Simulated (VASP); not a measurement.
# N (P-1) in VASP: notebook

N is run at these levels: r2SCAN; tasks: single point.

All numbers are computed with VASP 6.6.1; they aren't measurements. Logs are shortened: lines on timing, memory, paths and dates and some standing lists are left out, and cuts for length are marked.

## 1. The cell of the first run

The typed cell holds 2 atoms: a = 3.629 Å, b = 3.629 Å, c = 5.890 Å, α = 90.00°, β = 90.00°, γ = 120.00°.

## 2. Single point, r2SCAN, collinear spin, ferromagnetic start (atom 1 (N) moved by (-0.100, -0.200) A along [1 1 0] and z)

File POSCAR:

```
N
1.0
    3.6290016496      0.0000000000      0.0000000000
   -1.8145008248      3.1428076190      0.0000000000
    0.0000000000      0.0000000000      5.8900000000
N
2
Direct
    0.3025988455      0.6441674600      0.2160441426
    0.6666666667      0.3333333333      0.7500000000
```

File INCAR.step1:

```
ALGO = Normal ; EDIFF = 1E-4
ENCUT = 520 ; GGA = PE
ISMEAR = 0 ; ISPIN = 2
LASPH = T ; LCHARG = F
LREAL = F ; LWAVE = T
MAGMOM = 3.2 3.2 ; NBANDS = 16
NELM = 150 ; PREC = Accurate
SIGMA = 0.05
```

File INCAR.step2:

```
ALGO = Normal ; EDIFF = 1E-6
ENCUT = 520 ; ISIF = 2
ISMEAR = 0 ; ISPIN = 2
ISTART = 1 ; LASPH = T
LCHARG = F ; LMIXTAU = T
LORBIT = 11 ; LREAL = F
LWAVE = F ; MAGMOM = 3.2 3.2
METAGGA = R2SCAN ; NBANDS = 16
NELM = 150 ; PREC = Accurate
SIGMA = 0.05
```

File KPOINTS:

```
k-points
0
Gamma
  6 6 4
```

Potentials or basis: VASP PAW PBE potentials, release 64 (N).

Started as:

```sh
$ cat potpaw_PBE.64/N/POTCAR > POTCAR
$ cp INCAR.step1 INCAR
$ mpirun -np 1 vasp_std > vasp.out
$ cp INCAR.step2 INCAR
$ mpirun -np 1 vasp_std > vasp.out
```

OUTCAR:

```text
EDIFF = 1E-6
   ENCUT = 520
   ISIF = 2
   ISMEAR = 0
   ISPIN = 2
   ISTART = 1
   LASPH = T
   LORBIT = 11
   LREAL = F
   METAGGA = R2SCAN
   NELM = 150
   PREC = Accurate

 ion  position               nearest neighbor table
   1  0.303  0.644  0.216-
   2  0.667  0.333  0.750-

  LATTYP: Found a hexagonal cell.
 ALAT       =     3.6290016496
 C/A-ratio  =     1.6230359114

  Lattice vectors:

 A1 = (   3.6290016496,   0.0000000000,   0.0000000000)
 A2 = (  -1.8145008248,   3.1428076190,   0.0000000000)
 A3 = (   0.0000000000,   0.0000000000,   5.8900000000)

Analysis of symmetry for initial positions (statically):
=====================================================================
 Subroutine PRICEL returns:
 Original cell was already a primitive cell.

 Routine SETGRP: Setting up the symmetry group for a
 hexagonal supercell.

 Subroutine GETGRP returns: Found  2 space group operations
 (whereof  1 operations were pure point group operations)
 out of a pool of 24 trial point group operations.

The static configuration has the point symmetry C_1 .
 The point group associated with its full space group is S_2 .

Analysis of symmetry for dynamics (positions and initial velocities):
=====================================================================
 Subroutine PRICEL returns:
 Original cell was already a primitive cell.

 Routine SETGRP: Setting up the symmetry group for a
 hexagonal supercell.

 Subroutine GETGRP returns: Found  2 space group operations
 (whereof  1 operations were pure point group operations)
 out of a pool of 24 trial point group operations.

The dynamic configuration has the point symmetry C_1 .
 The point group associated with its full space group is S_2 .

Analysis of structural, dynamic, and magnetic symmetry:
=====================================================================
 Subroutine PRICEL returns:
 Original cell was already a primitive cell.

 Routine SETGRP: Setting up the symmetry group for a
 hexagonal supercell.

 Subroutine GETGRP returns: Found  2 space group operations
 (whereof  1 operations were pure point group operations)
 out of a pool of 24 trial point group operations.

The overall configuration has the point symmetry C_1 .
[... 117 lines left out ...]
   IALGO  =     38    algorithm
   IMIX   =      4    mixing-type and parameters
     AMIX     =   0.40;   BMIX     =  1.00
     AMIX_MAG =   1.60;   BMIX_MAG =  1.00
  volume/ion in A,a.u.               =      33.59       226.67
  Fermi-wavevector in a.u.,A,eV,Ry     =   0.867630  1.639584 10.242227  0.752782
  Thomas-Fermi vector in A             =   1.986192
   LORBIT       =     11    0 simple, 1 ext, 2 COOP (PROOUT), +10 PAW based schemes
   METAGGA = R2SCAN    functional components
   LHFCALC =     F    Hartree Fock is set to
   AEXX    =    0.0000 exact exchange contribution
   IVDW    =     0    specifies the selected vdW correction
   LEPSILON=     F    determine dielectric tensor
   LRPA    =     F    only Hartree local field effects (RPA)
 spin polarized calculation
 Gauss-broadening in eV      SIGMA  =   0.05
  energy-cutoff  :      520.00
  volume of cell :       67.18
 maximum number of plane-waves:      1834
   NGX = 13   NGY = 13   NGZ = 21

 number of electron       9.9999999 magnetization       5.9999998

 Free energy of the ion-electron system (eV)
  ---------------------------------------------------
  ext. energy  EPLUGINS =         0.00000000
  ---------------------------------------------------
  free energy    TOTEN  =        -8.86909544 eV

  energy without entropy =       -8.86909544  energy(sigma->0) =       -8.86909544

 E-fermi :  -5.7697     XC(G=0):  -5.3132

 val. band max:       -5.9863196077   @ k =   0.0000   0.0000   0.0000
 cond. band min:      -2.0703466075   @ k =   0.0000   0.0000   0.0000
 fundamental gap:      3.9159730002
 Fermi energy:        -5.7697283900

 spin component 1

 k-point     1 :       0.0000    0.0000    0.0000
  band No.  band energies     occupation
      1     -19.2485      1.00000
      2     -18.9443      1.00000
      3      -7.2045      1.00000
      4      -6.1543      1.00000
      5      -6.1302      1.00000
      6      -6.0203      1.00000
[... 435 lines left out ...]
      5      -6.2603      1.00000
      6      -6.1906      1.00000
[... 8 lines left out ...]
     15      13.2217      0.00000
     16      13.8822      0.00000

 [... further k-points ...]

 spin component 2

 k-point     1 :       0.0000    0.0000    0.0000
  band No.  band energies     occupation
      1     -13.2924      1.00000
      2     -12.7661      1.00000
      3      -2.0703      0.00000
      4      -0.0957      0.00000
      5      -0.0577      0.00000
      6       0.1216      0.00000
[... 435 lines left out ...]
      5      -0.3475      0.00000
      6      -0.1699      0.00000
[... 8 lines left out ...]
     15      15.8437      0.00000
     16      16.4411      0.00000

 [... further k-points ...]

------------------------ aborting loop because EDIFF is reached ----------------------------------------

  FORCE on cell =-STRESS in cart. coord.  units (eV):
  Direction    XX          YY          ZZ          XY          YZ          ZX
  --------------------------------------------------------------------------------------
  -------------------------------------------------------------------------------------
  Total        0.0824338      0.0703775      0.1073455      0.0059204      0.0061875      0.0071039
  in kB        1.9660557      1.6785098      2.5602016      0.1412032      0.1475727      0.1694292
  external PRESSURE =       2.0682557 kB  Pullay stress =       0.0000000 kB

 VOLUME and BASIS-vectors are now :
 -----------------------------------------------------------------------------
  energy-cutoff  :      520.00
  volume of cell :       67.18
      direct lattice vectors                 reciprocal lattice vectors
     3.629001650  0.000000000  0.000000000     0.275557880  0.159093416  0.000000000
    -1.814500825  3.142807619  0.000000000     0.000000000  0.318186832  0.000000000
     0.000000000  0.000000000  5.890000000     0.000000000  0.000000000  0.169779287

 POSITION                                       TOTAL-FORCE (eV/Angst)
 -----------------------------------------------------------------------------------
     -0.07071      2.02449      1.27250         0.004777      0.004188      0.048212
      1.81450      1.04760      4.41750        -0.004777     -0.004188     -0.048212
 -----------------------------------------------------------------------------------
    total drift:                                0.000005     -0.000004      0.000004

  FREE ENERGIE OF THE ION-ELECTRON SYSTEM (eV)
  ---------------------------------------------------
  free  energy   TOTEN  =        -8.8690954428 eV

  energy  without entropy=       -8.8690954428  energy(sigma->0) =       -8.86909544

 total charge

# of ion       s       p       d       tot
------------------------------------------
    1        1.359   1.940   0.000   3.299
    2        1.359   1.940   0.000   3.299
--------------------------------------------------
tot          2.718   3.881   0.000   6.599

 magnetization (x)

# of ion       s       p       d       tot
------------------------------------------
    1        0.051   1.940   0.000   1.991
    2        0.051   1.940   0.000   1.991
--------------------------------------------------
tot          0.101   3.880   0.000   3.981
```

OUTCAR.step1:

```text
EDIFF = 1E-4
   ENCUT = 520
   GGA = PE
   ISMEAR = 0
   ISPIN = 2
[... 1159 lines left out ...]
 -----------------------------------------------------------------------------------
     -0.07071      2.02449      1.27250         0.004533      0.004042      0.060344
      1.81450      1.04760      4.41750        -0.004533     -0.004042     -0.060344
 -----------------------------------------------------------------------------------
    total drift:                                0.000005     -0.000003      0.000004

  FREE ENERGIE OF THE ION-ELECTRON SYSTEM (eV)
  ---------------------------------------------------
  free  energy   TOTEN  =        -6.1974543500 eV

  energy  without entropy=       -6.1974543500  energy(sigma->0) =       -6.19745435
```

OSZICAR.step1:

```text
N       E                     dE             d eps       ncg     rms          rms(c)
DAV:   1     0.435131618113E+02    0.43513E+02   -0.40442E+03  4864   0.488E+02
DAV:   2    -0.244414592119E+01   -0.45957E+02   -0.38736E+02  6992   0.110E+02
DAV:   3    -0.608502323984E+01   -0.36409E+01   -0.36305E+01  5440   0.316E+01
DAV:   4    -0.610844380291E+01   -0.23421E-01   -0.23419E-01  6328   0.320E+00
DAV:   5    -0.610858586080E+01   -0.14206E-03   -0.14206E-03  5520   0.226E-01    0.207E+00
DAV:   6    -0.613714749301E+01   -0.28562E-01   -0.78986E-02  4896   0.172E+00    0.940E-01
DAV:   7    -0.618675995336E+01   -0.49612E-01   -0.47785E-02  4880   0.156E+00    0.346E-01
DAV:   8    -0.619759993140E+01   -0.10840E-01   -0.41230E-03  4880   0.478E-01    0.136E-01
DAV:   9    -0.619736209964E+01    0.23783E-03   -0.50989E-04  4976   0.153E-01    0.835E-02
DAV:  10    -0.619745434999E+01   -0.92250E-04   -0.18065E-04  4936   0.101E-01
   1 F= -.61974543E+01 E0= -.61974543E+01  d E =-.135305E-10  mag=     6.0003
```

Wall time 14 min (1 thread of Oxide Virtual Turin-like, shared host); peak memory 0.25 GiB.

Results:

```
Free energy                                           : -8.8691 eV
Pressure                                              : 0.2 GPa
Largest force                                         : 0.049 eV/Å
Band gap on the k mesh                                : 3.92 eV
Net moment                                            : 6.00 μB per cell
Site moments                                          : N +1.99 μB
Valence electrons inside the program's atomic spheres : N 3.30
```

Forces in eV/Å, atoms in the order of the input:
```
N    0.005  0.004  0.048
N   -0.005 -0.004 -0.048
```

Caveat: the cell differs from its parent crystal (atom 1 (N) moved by (-0.100, -0.200) A along [1 1 0] and z); the PAW data sets were made with another functional, which shifts forces and pressure a little. A k mesh can miss the band edges.

(Continued in part 2 of 2.)
